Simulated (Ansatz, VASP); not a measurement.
**Two plane-wave programs on Cu**

INCAR

```
SYSTEM = Cu
  PREC = Accurate
  ENCUT = 520
  EDIFF = 1E-6
  ISMEAR = 0
  SIGMA = 0.15
  LREAL = .False.
  LASPH = .True.
  NELM = 100
  ALGO = Fast
  ISIF = 2
  LWAVE = .False.
  LCHARG = .True.
  GGA = PE
  LELF = .True.
  LVHAR = .True.
  NBANDS = 12
```

Contents of KPOINTS:

```
Automatic mesh
0
Gamma
  24 24 24
  0 0 0
```

POSCAR

```
Cu
1.0
    0.0000000000      2.1542634721      1.3554625767
    2.1542634721      0.0000000000      1.3554625767
    2.1542634721      2.1542634721      0.0000000000
Cu
1
Direct
    0.0000000000      0.0000000000      0.0000000000
```

Input for Ansatz:

```yaml
crystal:
  lattice:
    - [0.0, 2.1542634721, 1.3554625767]
    - [2.1542634721, 0.0, 1.3554625767]
    - [2.1542634721, 2.1542634721, 0.0]
  atoms:
    - { symbol: Cu, position: [0.0, 0.0, 0.0] }
basis:
  ecutwfc: 520.0
kpoints:
  mp_grid: { grid: [24, 24, 24] }
hamiltonian:
  xc: pbe
  pseudopotentials: { kind: paw, azcp: { folder: soft_1 } }
scf:
  occupations: { method: gaussian, width: 0.15 }
output:
  forces: true
  stress: true
  eigenvalues: true
```

Alike in both runs: task single point; functional PBE; k mesh 24 × 24 × 24; occupations gaussian, width 0.15 eV; no spin polarisation.

|  | VASP | Ansatz |
| --- | --- | --- |
| version | VASP 6.6.1 | Ansatz 0.2.0 |
| potentials or method | VASP PAW PBE potentials, release 64 (Cu), cutoff 520 eV | scalar-relativistic, plane waves, PAW |
| valence electrons in the cell | 11 | 19 |

```tsv
	VASP	Ansatz	Ansatz less VASP
gap on the k mesh at the Fermi level (eV)	none	none	-
pressure (GPa)	-4.8	-5.6	-0.79
traceless stress, the component that is largest in VASP (GPa)	0.55	0.53	-0.024
```

A gap of «none» marks a metal or a gap that the smearing closes. VASP's potentials hold 11 valence electrons a cell and Ansatz's 19, so a difference there can come from the potentials and not from the codes.
